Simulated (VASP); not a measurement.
# ZrN (Fm-3m) in VASP: a series of runs, part 2 of 2

VASP 6.6.1.

**4. Electric field gradients, PBE (volume scaled by 0.96)**

INCAR

```
SYSTEM = ZrN
ALGO     = Normal         ! electronic algorithm
EDIFF    = 1E-8           ! SCF threshold, eV
ENCUT    = 520            ! plane-wave cutoff, eV
GGA      = PE             ! functional
GGA_COMPAT= .False.      
ISIF     = 2              ! what is computed and relaxed
ISMEAR   = -1             ! smearing method
LASPH    = .True.         ! aspherical terms in the spheres
LCHARG   = .False.        ! write CHGCAR
LEFG     = .True.       
LREAL    = .False.        ! projectors in reciprocal space
LWAVE    = .False.        ! write WAVECAR
NBANDS   = 16             ! bands
NELM     = 120            ! most SCF steps
PREC     = Accurate       ! precision mode
SIGMA    = 0.01           ! smearing width, eV
```

KPOINTS

```
k-points
0
Gamma
  9 9 9
  0 0 0
```

POSCAR

```
ZrN
1.0
    0.0000000000      2.2533582426      2.2533582426
    2.2533582426      0.0000000000      2.2533582426
    2.2533582426      2.2533582426      0.0000000000
Zr N
1 1
Direct
    0.0000000000      0.0000000000      0.0000000000
    0.5000000000      0.5000000000      0.5000000000
```

Potentials or basis: VASP PAW PBE potentials, release 64 (Zr_sv, N).

Command:

```sh
$ cat potpaw_PBE.64/Zr_sv/POTCAR potpaw_PBE.64/N/POTCAR > POTCAR
$ mpirun -np 1 vasp_std > vasp.out
```

OUTCAR:

```text
SYSTEM = ZrN
   EDIFF = 1E-8
   ENCUT = 520
   GGA = PE
   ISIF = 2
   ISMEAR = -1
   LASPH = .True.
   LREAL = .False.
   NELM = 120
   PREC = Accurate

 ion  position               nearest neighbor table
   1  0.000  0.000  0.000-   2 2.25   2 2.25   2 2.25   2 2.25   2 2.25   2 2.25
   2  0.500  0.500  0.500-   1 2.25   1 2.25   1 2.25   1 2.25   1 2.25   1 2.25

  LATTYP: Found a face centered cubic cell.
 ALAT       =     4.5067164852

  Lattice vectors:

 A1 = (   0.0000000000,   2.2533582426,   2.2533582426)
[... 668 lines left out ...]
  ---------------------------------------------------
  free  energy   TOTEN  =       -20.3032035763 eV

  energy  without entropy=      -20.3021977174  energy(sigma->0) =      -20.30270065

 Electric field gradients (V/A^2)
---------------------------------------------------------------------
 ion       V_xx      V_yy      V_zz      V_xy      V_xz      V_yz
---------------------------------------------------------------------
   1      -0.000     0.000     0.000    -0.000    -0.000    -0.000
   2      -0.000    -0.000    -0.000     0.001     0.001     0.001
---------------------------------------------------------------------

 Electric field gradients after diagonalization (V/A^2)
 (convention: |V_zz| > |V_xx| > |V_yy|)
----------------------------------------------------------------------
 ion       V_xx      V_yy      V_zz     asymmetry (V_yy - V_xx)/ V_zz
----------------------------------------------------------------------
   1       0.000     0.000    -0.000       0.000
   2      -0.001    -0.001     0.002       0.000
----------------------------------------------------------------------

           NMR quadrupolar parameters

 Cq : quadrupolar parameter    Cq=e*Q*V_zz/h
 eta: asymmetry parameters     (V_yy - V_xx)/ V_zz
 Q  : nuclear electric quadrupole moment in mb (millibarn)
----------------------------------------------------------------------
 ion       Cq(MHz)       eta       Q (mb)
----------------------------------------------------------------------
   1      -0.000       0.000       1.000
   2       0.000       0.000       1.000
----------------------------------------------------------------------
```

OSZICAR:

```text
N       E                     dE             d eps       ncg     rms          rms(c)
DAV:   1     0.114623509161E+03    0.11462E+03   -0.91980E+03  1120   0.106E+03
DAV:   2    -0.194890661052E+02   -0.13411E+03   -0.12562E+03  1424   0.302E+02
DAV:   3    -0.237018997688E+02   -0.42128E+01   -0.41817E+01  1576   0.501E+01
DAV:   4    -0.237590071951E+02   -0.57107E-01   -0.57095E-01  1432   0.499E+00
DAV:   5    -0.237596530456E+02   -0.64585E-03   -0.64585E-03  1536   0.427E-01    0.242E+01
DAV:   6    -0.204221342280E+02    0.33375E+01   -0.70183E+00  1264   0.257E+01    0.934E+00
DAV:   7    -0.203265328776E+02    0.95601E-01   -0.51164E-01  1336   0.644E+00    0.760E+00
DAV:   8    -0.203165629887E+02    0.99699E-02   -0.19664E-01  1520   0.405E+00    0.419E+00
DAV:   9    -0.203030474892E+02    0.13515E-01   -0.39534E-02  1296   0.188E+00    0.951E-01
DAV:  10    -0.203032176750E+02   -0.17019E-03   -0.14599E-03  1440   0.405E-01    0.805E-02
DAV:  11    -0.203032092257E+02    0.84494E-05   -0.37922E-05  1464   0.529E-02    0.865E-02
DAV:  12    -0.203032037548E+02    0.54709E-05   -0.94392E-06  1256   0.245E-02    0.139E-03
DAV:  13    -0.203032036589E+02    0.95823E-07   -0.97925E-08  1464   0.342E-03    0.168E-03
DAV:  14    -0.203032035722E+02    0.86689E-07   -0.10752E-08  1304   0.796E-04    0.242E-04
DAV:  15    -0.203032035763E+02   -0.40561E-08   -0.67503E-10   792   0.236E-04
   1 F= -.20303204E+02 E0= -.20302701E+02  d E =-.100586E-02
```

stdout:

```text
POSCAR found type information on POSCAR ZrN
 POSCAR found :  2 types and       2 ions
 scaLAPACK will be used
 LDA part: xc-table for (Slater+PW92), standard interpolation
 POSCAR, INCAR and KPOINTS ok, starting setup
 FFT: planning ... GRIDC
 FFT: planning ... GRID_SOFT
 FFT: planning ... GRID
 WAVECAR not read
 entering main loop
ion   1

ion   2
```

Wall time 6.1 s (1 thread of Intel Xeon 6975P-C (Granite Rapids), shared host); peak memory 0.14 GiB.

Results:

```yaml
Free_energy: -20.3032 eV
Pressure: 16.7 GPa
```

Caveat: without QUAD_EFG the Cq values of the log hold for a quadrupole moment of 1 mb, not for the nuclei.

**5. Electric field gradients, PBE (volume scaled by 0.9405)**

INCAR

```
SYSTEM = ZrN
ALGO = Normal ; EDIFF = 1E-8
ENCUT = 520 ; GGA = PE
GGA_COMPAT = .FALSE. ; ISIF = 2
ISMEAR = -1 ; LASPH = .TRUE.
LCHARG = .FALSE. ; LEFG = .TRUE.
LREAL = .FALSE. ; LWAVE = .FALSE.
NBANDS = 16 ; NELM = 120
PREC = Accurate ; SIGMA = 0.01
```

KPOINTS

```
k-points
0
G
  9 9 9
  0 0 0
```

POSCAR

```
ZrN
1.0
    0.0000000000      2.2379966444      2.2379966444
    2.2379966444      0.0000000000      2.2379966444
    2.2379966444      2.2379966444      0.0000000000
Zr N
1 1
Direct
    0.0000000000      0.0000000000      0.0000000000
    0.5000000000      0.5000000000      0.5000000000
```

Potentials or basis: VASP PAW PBE potentials, release 64 (Zr_sv, N).

Command:

```sh
$ cat potpaw_PBE.64/Zr_sv/POTCAR potpaw_PBE.64/N/POTCAR > POTCAR
$ mpirun -np 1 vasp_std > vasp.out
```

OUTCAR:

```text
SYSTEM = ZrN
   EDIFF = 1E-8
   ENCUT = 520
   GGA = PE
   ISIF = 2
   ISMEAR = -1
   LASPH = .TRUE.
   LREAL = .FALSE.
   NELM = 120
   PREC = Accurate

 ion  position               nearest neighbor table
   1  0.000  0.000  0.000-   2 2.24   2 2.24   2 2.24   2 2.24   2 2.24   2 2.24
   2  0.500  0.500  0.500-   1 2.24   1 2.24   1 2.24   1 2.24   1 2.24   1 2.24

  LATTYP: Found a face centered cubic cell.
 ALAT       =     4.4759932888

  Lattice vectors:

 A1 = (   0.0000000000,   2.2379966444,   2.2379966444)
 A2 = (   2.2379966444,   0.0000000000,   2.2379966444)
 A3 = (   2.2379966444,   2.2379966444,   0.0000000000)

Analysis of symmetry for initial positions (statically):
=====================================================================
 Subroutine PRICEL returns:
 Original cell was already a primitive cell.

 Routine SETGRP: Setting up the symmetry group for a
 face centered cubic supercell.

 Subroutine GETGRP returns: Found 48 space group operations
 (whereof 48 operations were pure point group operations)
 out of a pool of 48 trial point group operations.

The static configuration has the point symmetry O_h .

Analysis of symmetry for dynamics (positions and initial velocities):
=====================================================================
 Subroutine PRICEL returns:
 Original cell was already a primitive cell.

 Routine SETGRP: Setting up the symmetry group for a
 face centered cubic supercell.

 Subroutine GETGRP returns: Found 48 space group operations
 (whereof 48 operations were pure point group operations)
 out of a pool of 48 trial point group operations.

The dynamic configuration has the point symmetry O_h .

[... 150 lines left out ...]
 Fermi energy:        12.8945332156

 k-point     1 :       0.0000    0.0000    0.0000
  band No.  band energies     occupation
      1     -36.4766      2.00000
      2     -14.0121      2.00000
      3     -14.0121      2.00000
      4     -14.0121      2.00000
      5      -3.6544      2.00000
      6      10.1632      2.00000
[... 433 lines left out ...]
      3     -14.4533      2.00000
      4     -14.4533      2.00000
      5      -3.1431      2.00000
      6       8.2001      2.00000
[... 8 lines left out ...]
     15      24.4222      0.00000
     16      29.5224      0.00000

 [... further k-points ...]
[... 5 lines left out ...]
  --------------------------------------------------------------------------------------
  -------------------------------------------------------------------------------------
  Total        3.2885097      3.2885097      3.2885097      0.0000000      0.0000000      0.0000000
  in kB      235.0181603    235.0181603    235.0181603      0.0000000      0.0000000      0.0000000
  external PRESSURE =     235.0181603 kB  Pullay stress =       0.0000000 kB

 VOLUME and BASIS-vectors are now :
 -----------------------------------------------------------------------------
  energy-cutoff  :      520.00
  volume of cell :       22.42
      direct lattice vectors                 reciprocal lattice vectors
     0.000000000  2.237996644  2.237996644    -0.223414097  0.223414097  0.223414097
     2.237996644  0.000000000  2.237996644     0.223414097 -0.223414097  0.223414097
     2.237996644  2.237996644  0.000000000     0.223414097  0.223414097 -0.223414097

 POSITION                                       TOTAL-FORCE (eV/Angst)
 -----------------------------------------------------------------------------------
      0.00000      0.00000      0.00000         0.000000      0.000000      0.000000
      2.23800      2.23800      2.23800        -0.000000     -0.000000     -0.000000
 -----------------------------------------------------------------------------------
    total drift:                                0.000000     -0.000000     -0.000000

  FREE ENERGIE OF THE ION-ELECTRON SYSTEM (eV)
  ---------------------------------------------------
  free  energy   TOTEN  =       -20.2445566067 eV

  energy  without entropy=      -20.2435439986  energy(sigma->0) =      -20.24405030

 Electric field gradients (V/A^2)
---------------------------------------------------------------------
 ion       V_xx      V_yy      V_zz      V_xy      V_xz      V_yz
---------------------------------------------------------------------
   1       0.000    -0.000    -0.000    -0.000    -0.000    -0.000
   2       0.000     0.000    -0.000     0.001     0.001     0.001
---------------------------------------------------------------------

 Electric field gradients after diagonalization (V/A^2)
 (convention: |V_zz| > |V_xx| > |V_yy|)
----------------------------------------------------------------------
 ion       V_xx      V_yy      V_zz     asymmetry (V_yy - V_xx)/ V_zz
----------------------------------------------------------------------
   1       0.000     0.000    -0.000       0.000
   2      -0.001    -0.001     0.002       0.000
----------------------------------------------------------------------

           NMR quadrupolar parameters

 Cq : quadrupolar parameter    Cq=e*Q*V_zz/h
 eta: asymmetry parameters     (V_yy - V_xx)/ V_zz
 Q  : nuclear electric quadrupole moment in mb (millibarn)
----------------------------------------------------------------------
 ion       Cq(MHz)       eta       Q (mb)
----------------------------------------------------------------------
   1      -0.000       0.000       1.000
   2       0.000       0.000       1.000
----------------------------------------------------------------------
```

stdout:

```text
POSCAR found type information on POSCAR ZrN
 POSCAR found :  2 types and       2 ions
 scaLAPACK will be used
 LDA part: xc-table for (Slater+PW92), standard interpolation
 POSCAR, INCAR and KPOINTS ok, starting setup
 FFT: planning ... GRIDC
 FFT: planning ... GRID_SOFT
 FFT: planning ... GRID
 WAVECAR not read
 entering main loop
ion   1

ion   2
```

Wall time 6.5 s (1 thread of Intel Xeon 6975P-C (Granite Rapids), shared host); peak memory 0.14 GiB.

What came out:

```
Free energy : -20.2446 eV
Pressure    : 23.5 GPa
```

Levels at points of the mesh, in eV from the Fermi level:
```csv
k point,band 7,band 8,band 9,band 10,band 11,band 12
"(0.00, 0.00, 0.00)",-2.73,-2.73,-0.40,-0.40,-0.40,1.78
```

Caveat: without QUAD_EFG the Cq values of the log hold for a quadrupole moment of 1 mb, not for the nuclei.

**6. Electric field gradients, PBE (volume scaled by 0.9405)**

INCAR

```
PREC = Accurate
ENCUT = 520
EDIFF = 1E-8
ISMEAR = -1
SIGMA = 0.01
LREAL = False
LASPH = True
NELM = 120
ALGO = Normal
ISIF = 2
LWAVE = False
LCHARG = False
GGA = PE
LEFG = True
NBANDS = 16
GGA_COMPAT = False
```

KPOINTS

```
Automatic mesh
0
Gamma
  9 9 9
```

POSCAR is that of step 5.

Potentials or basis: VASP PAW PBE potentials, release 64 (Zr_sv, N).

Command:

```sh
$ cat potpaw_PBE.64/Zr_sv/POTCAR potpaw_PBE.64/N/POTCAR > POTCAR
$ mpirun -np 1 vasp_std > vasp.out
```

OUTCAR:

```text
PREC = Accurate
   ENCUT = 520
   EDIFF = 1E-8
   ISMEAR = -1
   LREAL = False
   LASPH = True
   NELM = 120
   ISIF = 2
   GGA = PE

 ion  position               nearest neighbor table
   1  0.000  0.000  0.000-   2 2.24   2 2.24   2 2.24   2 2.24   2 2.24   2 2.24
   2  0.500  0.500  0.500-   1 2.24   1 2.24   1 2.24   1 2.24   1 2.24   1 2.24

  LATTYP: Found a face centered cubic cell.
 ALAT       =     4.4759932888

  Lattice vectors:

 A1 = (   0.0000000000,   2.2379966444,   2.2379966444)
 A2 = (   2.2379966444,   0.0000000000,   2.2379966444)
 A3 = (   2.2379966444,   2.2379966444,   0.0000000000)

Analysis of symmetry for initial positions (statically):
=====================================================================
 Subroutine PRICEL returns:
 Original cell was already a primitive cell.

 Routine SETGRP: Setting up the symmetry group for a
 face centered cubic supercell.

[... 643 lines left out ...]
  volume of cell :       22.42
      direct lattice vectors                 reciprocal lattice vectors
     0.000000000  2.237996644  2.237996644    -0.223414097  0.223414097  0.223414097
     2.237996644  0.000000000  2.237996644     0.223414097 -0.223414097  0.223414097
     2.237996644  2.237996644  0.000000000     0.223414097  0.223414097 -0.223414097

 POSITION                                       TOTAL-FORCE (eV/Angst)
 -----------------------------------------------------------------------------------
      0.00000      0.00000      0.00000         0.000000      0.000000      0.000000
      2.23800      2.23800      2.23800        -0.000000     -0.000000     -0.000000
 -----------------------------------------------------------------------------------
    total drift:                                0.000000     -0.000000     -0.000000

  FREE ENERGIE OF THE ION-ELECTRON SYSTEM (eV)
  ---------------------------------------------------
  free  energy   TOTEN  =       -20.2445566067 eV

  energy  without entropy=      -20.2435439986  energy(sigma->0) =      -20.24405030

 Electric field gradients (V/A^2)
---------------------------------------------------------------------
 ion       V_xx      V_yy      V_zz      V_xy      V_xz      V_yz
---------------------------------------------------------------------
   1       0.000    -0.000    -0.000    -0.000    -0.000    -0.000
   2       0.000     0.000    -0.000     0.001     0.001     0.001
---------------------------------------------------------------------

 Electric field gradients after diagonalization (V/A^2)
 (convention: |V_zz| > |V_xx| > |V_yy|)
----------------------------------------------------------------------
 ion       V_xx      V_yy      V_zz     asymmetry (V_yy - V_xx)/ V_zz
----------------------------------------------------------------------
   1       0.000     0.000    -0.000       0.000
   2      -0.001    -0.001     0.002       0.000
----------------------------------------------------------------------

           NMR quadrupolar parameters

 Cq : quadrupolar parameter    Cq=e*Q*V_zz/h
 eta: asymmetry parameters     (V_yy - V_xx)/ V_zz
 Q  : nuclear electric quadrupole moment in mb (millibarn)
----------------------------------------------------------------------
 ion       Cq(MHz)       eta       Q (mb)
----------------------------------------------------------------------
   1      -0.000       0.000       1.000
   2       0.000       0.000       1.000
----------------------------------------------------------------------
```

It took 6 s on 1 thread of Intel Xeon 6975P-C (Granite Rapids), shared host; peak memory 0.14 GiB.

What came out:

```yaml
Free_energy: -20.2446 eV
Pressure: 23.5 GPa
```

Levels at points of the mesh, in eV from the Fermi level:
| k point | band 5 | band 6 | band 7 | band 8 | band 9 | band 10 | band 11 | band 12 | band 13 | band 14 |
| --- | --- | --- | --- | --- | --- | --- | --- | --- | --- | --- |
| (0.00, 0.00, 0.00) | -16.55 | -2.73 | -2.73 | -2.73 | -0.40 | -0.40 | -0.40 | 1.78 | 1.78 | 3.62 |

Caveat: without QUAD_EFG the Cq values of the log hold for a quadrupole moment of 1 mb, not for the nuclei.

**7. Summary**

| cell | gap on the mesh (eV) | pressure (GPa) |
| --- | --- | --- |
| a = 3.164 Å, angles 60.0°, 2 atoms | none | 23.7 |
| a = 3.187 Å, angles 60.0°, 2 atoms | none | 16.7 |
| a = 3.165 Å, angles 60.0°, 2 atoms | none | 23.5 |

Alike in all rows: task electric field gradients; level PBE; potentials or basis VASP PAW PBE potentials, release 64 (Zr_sv, N); no spin polarisation; k mesh 9 × 9 × 9; cutoff (eV) 520; smearing fermi-dirac 0.01 eV.

Total energies depend on the potentials used, so only differences within one code and one set of settings carry meaning.
